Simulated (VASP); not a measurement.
## CdTe: single point with r2SCAN

Crystal: CdTe.

```
Cd Te
1.0
     0.00000    3.27790    3.37623
     3.27790    0.00000    3.37623
     3.27790    3.27790    0.00000
Cd Te
1 1
Direct
  0.00000 0.00000 0.00000
  0.75000 0.75000 0.75000
```

This cell differs from its parent crystal: strain +0.000 along x and y, +0.030 along z.

```json
{
  "Program": "VASP 6.6.1",
  "Task": "single point",
  "Functional": "r2SCAN",
  "Potentials or basis": "VASP PAW PBE potentials, release 64 (Cd, Te)",
  "Cutoff": "520 eV",
  "k mesh": "8 × 8 × 8",
  "Occupations": "gaussian, width 0.05 eV",
  "Spin": "no spin polarisation",
  "Dipole correction": "no",
  "Further INCAR settings": "ALGO = Normal; EDIFF = 1e-06; NBANDS = 16"
}
```

| Property | Result |
| --- | --- |
| Pressure | -1.0 GPa |
| Band gap on the k mesh | 1.03 eV |

Stress tensor (GPa, compression positive):
```
-0.81  0.00  0.00
 0.00 -0.81  0.00
 0.00  0.00 -1.36
```

Levels at points of the mesh, in eV from the valence-band top:
| k point | band 7 | band 8 | band 9 | band 10 | band 11 | band 12 |
| --- | --- | --- | --- | --- | --- | --- |
| (0.00, 0.00, 0.00) | -0.10 | 0.00 | 0.00 | 1.03 | 5.04 | 5.04 |
| (0.50, 0.00, 0.00) | -4.16 | -0.80 | -0.66 | 2.12 | 5.50 | 5.66 |
| (0.50, 0.50, 0.00) | -4.16 | -1.65 | -1.65 | 3.05 | 3.10 | 8.91 |
| (0.50, 0.00, 0.50) | -4.03 | -1.79 | -1.75 | 2.88 | 2.94 | 9.12 |

Wall time 5.4 min on 1 thread of Intel Xeon 8259CL, on a shared host, peak memory 0.26 GiB.

Caveat: the cell differs from its parent crystal (strain +0.000 along x and y, +0.030 along z); the PAW data sets were made with another functional, which shifts forces and pressure a little; spin-orbit coupling is left out, which moves the levels of the heavy elements.
